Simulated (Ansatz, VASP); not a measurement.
Two plane-wave programs on TiAl

```xyz
2
Lattice="2.7339 0.0000 0.0000 -1.3670 2.3676 0.0000 0.0000 0.0000 4.9895" Properties=species:S:1:pos:R:3 pbc="T T T"
Ti    0.0000    0.0000    0.0000
Al    0.0000    1.5784    2.4948
```

Change from the starting cell: strain -0.040 along x and y, +0.080 along z, atoms carried along.

Alike in both runs: task single point; functional PBEsol; k mesh 24 × 24 × 14; occupations gaussian, width 0.15 eV; no spin polarisation.

|  | VASP | Ansatz |
| --- | --- | --- |
| version | VASP 6.6.1 | Ansatz 0.2.0 |
| potentials or method | VASP PAW PBE potentials, release 64 (Ti_sv, Al), cutoff 520 eV | scalar-relativistic, plane waves, PAW |
| valence electrons in the cell | 15 | 15 |

```tsv
	VASP	Ansatz	Ansatz less VASP
gap on the k mesh at the Fermi level (eV)	none	none	-
pressure (GPa)	0.5	0.6	+0.04
traceless stress, the component that is largest in VASP (GPa)	-14.12	-14.19	-0.068
```

VASP's potentials were made for PBE, not for PBEsol. A gap of «none» marks a metal or a gap that the smearing closes. With one functional, cell and mesh, what is left measures potentials, basis and numerics.
